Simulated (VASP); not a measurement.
# Ru (Im-3m) in VASP: notebook

Ru is run at these levels: LDA; tasks: single point, relaxation of cell and atoms.

Program: VASP 6.6.1. These are calculated values, not measurements. Logs are shortened: lines on timing, memory, paths and dates and some standing lists are left out, and cuts for length are marked.

## Step 1: The cell of the first run

Symmetry: Im-3m, No. 229, cubic system. Conventional cell: a = 2.675 Å, b = 2.675 Å, c = 2.675 Å, α = 90.00°, β = 90.00°, γ = 90.00°. Within 3.1 Å of Ru (site symmetry m-3m) lie 14 Ru at 2.32 to 2.67 Å.

## Step 2: Single point, LDA (volume scaled by 0.708, to set the pressure)

The input, INCAR:

```
SYSTEM = Ru
ALGO     = Normal         ! electronic algorithm
EDIFF    = 1E-6           ! SCF threshold, eV
ENCUT    = 520            ! plane-wave cutoff, eV
GGA      = CA             ! functional
ISIF     = 2              ! what is computed and relaxed
ISMEAR   = -1             ! smearing method
LASPH    = .TRUE.         ! aspherical terms in the spheres
LCHARG   = .TRUE.         ! write CHGCAR
LELF     = .TRUE.         ! ELF
LREAL    = .FALSE.        ! projectors in reciprocal space
LVHAR    = .TRUE.       
LWAVE    = .FALSE.        ! write WAVECAR
NBANDS   = 13             ! bands
NELM     = 80             ! most SCF steps
PREC     = Accurate       ! precision mode
SIGMA    = 0.1            ! smearing width, eV
```

The input, KPOINTS:

```
k-points
0
G
  20 20 20
  0 0 0
```

The input, POSCAR:

```
Ru
1.0
   -1.3373997127      1.3373997127      1.3373997127
    1.3373997127     -1.3373997127      1.3373997127
    1.3373997127      1.3373997127     -1.3373997127
Ru
1
Direct
    0.0000000000      0.0000000000      0.0000000000
```

Potentials or basis: VASP PAW LDA potentials, release 64 (Ru_pv).

Started as:

```sh
> cat potpaw_LDA.64/Ru_pv/POTCAR > POTCAR
> mpirun -np 1 vasp_std > vasp.out
```

OUTCAR:

```text
SYSTEM = Ru
   EDIFF = 1E-6
   ENCUT = 520
   GGA = CA
   ISIF = 2
   ISMEAR = -1
   LASPH = .TRUE.
   LREAL = .FALSE.
   NELM = 80
   PREC = Accurate

 ion  position               nearest neighbor table
   1  0.000  0.000  0.000-

  LATTYP: Found a body centered cubic cell.
 ALAT       =     2.6747994254

  Lattice vectors:

 A1 = (  -1.3373997127,   1.3373997127,   1.3373997127)
 A2 = (   1.3373997127,  -1.3373997127,   1.3373997127)
 A3 = (   1.3373997127,   1.3373997127,  -1.3373997127)

Analysis of symmetry for initial positions (statically):
=====================================================================
 Subroutine PRICEL returns:
 Original cell was already a primitive cell.

 Routine SETGRP: Setting up the symmetry group for a
 body centered cubic supercell.

 Subroutine GETGRP returns: Found 48 space group operations
 (whereof 48 operations were pure point group operations)
 out of a pool of 48 trial point group operations.

The static configuration has the point symmetry O_h .

Analysis of symmetry for dynamics (positions and initial velocities):
=====================================================================
 Subroutine PRICEL returns:
 Original cell was already a primitive cell.

 Routine SETGRP: Setting up the symmetry group for a
 body centered cubic supercell.

 Subroutine GETGRP returns: Found 48 space group operations
 (whereof 48 operations were pure point group operations)
 out of a pool of 48 trial point group operations.

The dynamic configuration has the point symmetry O_h .

 Subroutine INISYM returns: Found 48 space group operations
 (whereof 48 operations are pure point group operations),
 and found     1 'primitive' translations

----------------------------------------------------------------------------------------

                                     Primitive cell

  volume of cell :       9.5685

  direct lattice vectors                    reciprocal lattice vectors
    -1.337399713  1.337399713  1.337399713     0.000000000  0.373859808  0.373859808
     1.337399713 -1.337399713  1.337399713     0.373859808  0.000000000  0.373859808
     1.337399713  1.337399713 -1.337399713     0.373859808  0.373859808  0.000000000

  length of vectors
     2.316444252  2.316444252  2.316444252     0.528717611  0.528717611  0.528717611

  position of ions in fractional coordinates (direct lattice)
     0.000000000  0.000000000  0.000000000

  ion indices of the primitive-cell ions
   primitive index   ion index
                 1           1

----------------------------------------------------------------------------------------

 KPOINTS: k-points

Automatic generation of k-mesh.
 Grid dimensions read from file:
 generate k-points for:   20   20   20

 Generating k-lattice:

  Cartesian coordinates                     Fractional coordinates (reciprocal lattice)
     0.000000000  0.018692990  0.018692990     0.050000000  0.000000000  0.000000000
     0.018692990  0.000000000  0.018692990     0.000000000  0.050000000  0.000000000
     0.018692990  0.018692990  0.000000000     0.000000000  0.000000000  0.050000000

  Length of vectors
     0.026435881  0.026435881  0.026435881

  Shift w.r.t. Gamma in fractional coordinates (k-lattice)
     0.000000000  0.000000000  0.000000000

 Subroutine IBZKPT returns following result:
 ===========================================

 Found    256 irreducible k-points:

 Following reciprocal coordinates:
            Coordinates               Weight
  0.000000  0.000000  0.000000      1.000000
  0.050000  0.000000  0.000000     12.000000
  0.100000  0.000000  0.000000     12.000000
  0.150000  0.000000  0.000000     12.000000
  0.200000  0.000000  0.000000     12.000000
  0.250000  0.000000  0.000000     12.000000
[... 16 lines left out ...]
  0.200000  0.100000  0.000000     48.000000
  0.250000  0.100000  0.000000     48.000000
 [... further k-points ...]
   k-points           NKPTS =    256   k-points in BZ     NKDIM =    256   number of bands    NBANDS=     13
   number of dos      NEDOS =    301   number of ions     NIONS =      1
   total plane-waves  NPLWV =   5832
   dimension x,y,z NGX =    18 NGY =   18 NGZ =   18
   dimension x,y,z NGXF=    36 NGYF=   36 NGZF=   36
   ions per type =               1
   NGX,Y,Z   is equivalent  to a cutoff of  12.92, 12.92, 12.92 a.u.
   NGXF,Y,Z  is equivalent  to a cutoff of  25.84, 25.84, 25.84 a.u.
 SYSTEM =  Ru
   PREC   = accura    normal or accurate (medium, high low for compatibility)
   ISTART =      0    job   : 0-new  1-cont  2-samecut
   ICHARG =      2    charge: 1-file 2-atom 10-const
   ISPIN  =      1    spin polarized calculation?
   LNONCOLLINEAR =      F non collinear calculations
   LSORBIT =      F    spin-orbit coupling
   LASPH  =      T    aspherical Exc in radial PAW
   ENCUT  =  520.0 eV  38.22 Ry    6.18 a.u.   4.31  4.31  4.31*2*pi/ulx,y,z
   NELM   =     80;   NELMIN=  2; NELMDL= -5     # of ELM steps
   EDIFF  = 0.1E-05   stopping-criterion for ELM
   LREAL  =      F    real-space projection
   EDIFFG = 0.1E-04   stopping-criterion for IOM
   NSW    =      0    number of steps for IOM
   IBRION =     -1    ionic relax: 0-MD 1-quasi-New 2-CG
   NFREE  =      0    steps in history (QN), initial steepest desc. (CG)
   ISIF   =      2    stress and relaxation
   ISYM   =      2    0-nonsym 1-usesym 2-fastsym
   POTIM  = 0.5000    time-step for ionic-motion
   TEBEG  =    0.0;   TEEND  =   0.0 temperature during run
   PSTRESS=    0.0 pullay stress
   NELECT =      14.0000    total number of electrons
   NUPDOWN=      -1.0000    fix difference up-down
   EMIN   =  10.00;   EMAX   =-10.00  energy-range for DOS
   EFERMI =   0.00;   METHOD = LEGACY
   ISMEAR =    -1;   SIGMA  =   0.10  broadening in eV -4-tet -1-fermi 0-gaus
   EFERMI_NEDOS =   21; number of points for ismear=-14 and -15
   IALGO  =     38    algorithm
   IMIX   =      4    mixing-type and parameters
     AMIX     =   0.40;   BMIX     =  1.00
     AMIX_MAG =   1.60;   BMIX_MAG =  1.00
  volume/ion in A,a.u.               =       9.57        64.57
  Fermi-wavevector in a.u.,A,eV,Ry     =   1.858530  3.512113 46.996353  3.454134
  Thomas-Fermi vector in A             =   2.906958
   LORBIT       =      0    0 simple, 1 ext, 2 COOP (PROOUT), +10 PAW based schemes
   GGA     = CA    functional components
   LHFCALC =     F    Hartree Fock is set to
   AEXX    =    0.0000 exact exchange contribution
   IVDW    =     0    specifies the selected vdW correction
   LEPSILON=     F    determine dielectric tensor
   LRPA    =     F    only Hartree local field effects (RPA)
 non-spin polarized calculation
  energy-cutoff  :      520.00
  volume of cell :        9.57
 maximum number of plane-waves:       268
 NGX is ok and might be reduce to    18
   NGX =  9   NGY =  9   NGZ =  9

 number of electron      13.9999999 magnetization

 Free energy of the ion-electron system (eV)
  ---------------------------------------------------
  ext. energy  EPLUGINS =         0.00000000
  ---------------------------------------------------
  free energy    TOTEN  =        -7.72804607 eV

  energy without entropy =       -7.69000176  energy(sigma->0) =       -7.70902392

 E-fermi :  20.4953     XC(G=0): -16.6177

 val. band max:       20.4820168777   @ k =   0.2000   0.0500   0.0000
 cond. band min:      20.5027420276   @ k =   0.3000   0.3000   0.0000
 fundamental gap:      0.0207251499
 Fermi energy:        20.4953191253

 k-point     1 :       0.0000    0.0000    0.0000
  band No.  band energies     occupation
      1     -21.8945      2.00000
      2     -21.8945      2.00000
      3     -21.8945      2.00000
      4      10.4137      2.00000
      5      15.6879      2.00000
      6      15.6879      2.00000
      7      15.6879      2.00000
      8      20.1615      1.93140
      9      20.1615      1.93140
     10      30.3136      0.00000
     11      37.2451      0.00000
     12      37.2451      0.00000
     13      37.2451      0.00000

 k-point     2 :       0.0500    0.0000    0.0000
  band No.  band energies     occupation
      1     -21.9838      2.00000
      2     -21.9207      2.00000
      3     -21.8956      2.00000
      4      10.5841      2.00000
      5      15.5919      2.00000
      6      15.6803      2.00000
      7      15.8492      2.00000
      8      20.0089      1.98468
      9      20.1625      1.93078
     10      30.3137      0.00000
     11      37.3821      0.00000
     12      37.5237      0.00000
     13      37.6281      0.00000

 k-point     3 :       0.1000    0.0000    0.0000
  band No.  band energies     occupation
      1     -22.2393      2.00000
      2     -21.9963      2.00000
      3     -21.8990      2.00000
      4      11.0560      2.00000
      5      15.3225      2.00000
      6      15.6537      2.00000
      7      16.3271      2.00000
      8      19.6580      1.99954
      9      20.1714      1.92458
     10      30.3136      0.00000
     11      37.7430      0.00000
     12      38.3398      0.00000
     13      38.6454      0.00000

 k-point     4 :       0.1500    0.0000    0.0000
  band No.  band energies     occupation
      1     -22.6274      2.00000
      2     -22.1124      2.00000
      3     -21.9042      2.00000
      4      11.6860      2.00000
      5      14.9271      2.00000
      6      15.6475      2.00000
      7      17.1029      2.00000
      8      19.3423      1.99998
      9      20.2037      1.89732
     10      30.3136      0.00000
     11      38.1559      0.00000
     12      39.6415      0.00000
     13      39.9366      0.00000

 k-point     5 :       0.2000    0.0000    0.0000
  band No.  band energies     occupation
      1     -23.1009      2.00000
      2     -22.2563      2.00000
      3     -21.9108      2.00000
      4      12.1564      2.00000
      5      14.4645      2.00000
      6      15.8937      2.00000
      7      18.1455      2.00000
      8      19.2445      1.99999
      9      20.2771      1.79721
     10      30.3135      0.00000
     11      38.2992      0.00000
     12      40.9462      0.00000
     13      41.3616      0.00000
[... 257 lines left out ...]
 k-point    22 :       0.1500    0.1000    0.0000
  band No.  band energies     occupation
      1     -23.2491      2.00000
      2     -22.2588      2.00000
      3     -22.0093      2.00000
      4      12.5700      2.00000
      5      14.5790      2.00000
      6      15.1268      2.00000
      7      18.8605      2.00000
      8      19.0294      2.00000
      9      20.6313      0.40861
     10      30.3134      0.00000
     11      39.0524      0.00000
     12      40.5000      0.00000
     13      41.5905      0.00000

 k-point    23 :       0.2000    0.1000    0.0000
  band No.  band energies     occupation
      1     -23.6941      2.00000
      2     -22.4351      2.00000
      3     -22.0259      2.00000
      4      12.5851      2.00000
      5      14.1010      2.00000
      6      15.7485      2.00000
      7      18.9640      2.00000
      8      20.3952      1.46245
      9      20.9251      0.02684
     10      30.3133      0.00000
     11      38.5818      0.00000
     12      40.7180      0.00000
     13      42.8381      0.00000

 k-point    24 :       0.2500    0.1000    0.0000
  band No.  band energies     occupation
      1     -24.1237      2.00000
      2     -22.6147      2.00000
      3     -22.0389      2.00000
      4      12.2083      2.00000
      5      13.6758      2.00000
      6      16.7950      2.00000
      7      19.2864      1.99999
      8      21.0052      0.01214
      9      22.1510      0.00000
     10      30.3130      0.00000
     11      37.5361      0.00000
     12      40.2406      0.00000
     13      44.5648      0.00000

 [... further k-points ...]

------------------------ aborting loop because EDIFF is reached ----------------------------------------

  FORCE on cell =-STRESS in cart. coord.  units (eV):
  Direction    XX          YY          ZZ          XY          YZ          ZX
  --------------------------------------------------------------------------------------
  -------------------------------------------------------------------------------------
  Total       15.3384494     15.3384494     15.3384494     -0.0000000      0.0000000     -0.0000000
  in kB     2568.3154894   2568.3154894   2568.3154894     -0.0000000      0.0000000     -0.0000000
  external PRESSURE =    2568.3154894 kB  Pullay stress =       0.0000000 kB

 VOLUME and BASIS-vectors are now :
 -----------------------------------------------------------------------------
  energy-cutoff  :      520.00
  volume of cell :        9.57
      direct lattice vectors                 reciprocal lattice vectors
    -1.337399713  1.337399713  1.337399713     0.000000000  0.373859808  0.373859808
     1.337399713 -1.337399713  1.337399713     0.373859808  0.000000000  0.373859808
     1.337399713  1.337399713 -1.337399713     0.373859808  0.373859808  0.000000000

 POSITION                                       TOTAL-FORCE (eV/Angst)
 -----------------------------------------------------------------------------------
      0.00000      0.00000      0.00000         0.000000     -0.000000      0.000000
 -----------------------------------------------------------------------------------
    total drift:                                0.000000      0.000000     -0.000000

  FREE ENERGIE OF THE ION-ELECTRON SYSTEM (eV)
  ---------------------------------------------------
  free  energy   TOTEN  =        -7.7280460737 eV

  energy  without entropy=       -7.6900017649  energy(sigma->0) =       -7.70902392
```

It took 10 s on 1 thread of Intel Xeon 6975P-C (Granite Rapids), shared host; peak memory 0.14 GiB.

What came out:

- Free energy: -7.7280 eV
- Pressure: 256.8 GPa
- Band gap on the k mesh: zero (band 7 reaches 23.81 eV, above the bottom of band 8 at 16.94 eV)

Caveat: the cell differs from its parent crystal (volume scaled by 0.708, to set the pressure).

## Step 3: Single point, LDA

The input, INCAR:

```
SYSTEM = Ru
  PREC = Accurate
  ENCUT = 520
  EDIFF = 1E-6
  ISMEAR = -1
  SIGMA = 0.1
  LREAL = .False.
  LASPH = .True.
  NELM = 100
  ALGO = Normal
  ISIF = 2
  LWAVE = .False.
  LCHARG = .True.
  LELF = .True.
  LVHAR = .True.
  NBANDS = 13
```

The input, KPOINTS:

```
Automatic mesh
0
Gamma
  20 20 20
  0 0 0
```

The input, POSCAR:

```
Ru
1.0
   -1.3378382725      1.3378382725      1.3378382725
    1.3378382725     -1.3378382725      1.3378382725
    1.3378382725      1.3378382725     -1.3378382725
Ru
1
Direct
    0.0000000000      0.0000000000      0.0000000000
```

Potentials or basis: VASP PAW LDA potentials, release 64 (Ru_pv).

Started as:

```sh
> cat potpaw_LDA.64/Ru_pv/POTCAR > POTCAR
> mpirun -np 1 vasp_std > vasp.out
```

Wall time 10 s (1 thread of Intel Xeon 6975P-C (Granite Rapids), shared host); peak memory 0.14 GiB.

The run converged. Its results:

| Quantity | Value |
| --- | --- |
| Free energy | -7.7431 eV |
| Pressure | 255.5 GPa |
| Band gap on the k mesh | zero (band 7 reaches 23.78 eV, above the bottom of band 8 at 16.92 eV) |

Levels at points of the mesh, in eV from the Fermi level:
```csv
k point,band 5,band 6,band 7,band 8,band 9,band 10
"(0.00, 0.00, 0.00)",-4.80,-4.80,-4.80,-0.33,-0.33,9.82
"(0.50, 0.00, 0.00)",-7.82,-0.10,0.72,2.27,4.51,9.82
"(0.50, 0.50, 0.50)",-10.82,3.31,3.31,3.31,9.82,12.04
```

[end of part 1 of 2]
